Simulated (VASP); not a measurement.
Runs of VASP 6.6.1 on Ga. The structure is that of space group Cmce (No. 64), or close to it. The cells are those of the table. 

| cell | gap on the mesh (eV) | pressure (GPa) | largest force (eV/Å) |
| --- | --- | --- | --- |
| a = 4.438, b = 4.438, c = 4.562 Å, angles 90.0, 90.0, 118.9°, 4 atoms | none | -1.7 | 0.46 |
| a = 4.438, b = 4.438, c = 4.472 Å, angles 90.0, 90.0, 118.9°, 4 atoms | none | (b) | 0.41 |
| a = 4.438, b = 4.438, c = 4.426 Å, angles 90.0, 90.0, 118.9°, 4 atoms | none | 0.0 | 0.38 |
| a = 4.438, b = 4.438, c = 4.607 Å, angles 90.0, 90.0, 118.9°, 4 atoms | none | (a) | 0.48 |
| a = 4.438, b = 4.438, c = 4.652 Å, angles 90.0, 90.0, 118.9°, 4 atoms | none | -2.5 | 0.50 |

Alike in all rows: task single point; level PBEsol; potentials or basis VASP PAW PBE potentials, release 64 (Ga_d); no spin polarisation; k mesh 9 × 9 × 8; cutoff (eV) 520; smearing fermi-dirac 0.05 eV.

**Question.** Fill in the values left out.

**Answer.** (a) -2.1; (b) -0.6.

Caveats: the PAW data sets were made with another functional, which shifts forces and pressure a little.

A k mesh can miss the band edges, and the runs leave out spin-orbit coupling on Ga.

A gap of «none» marks levels without a gap at the run's occupations.
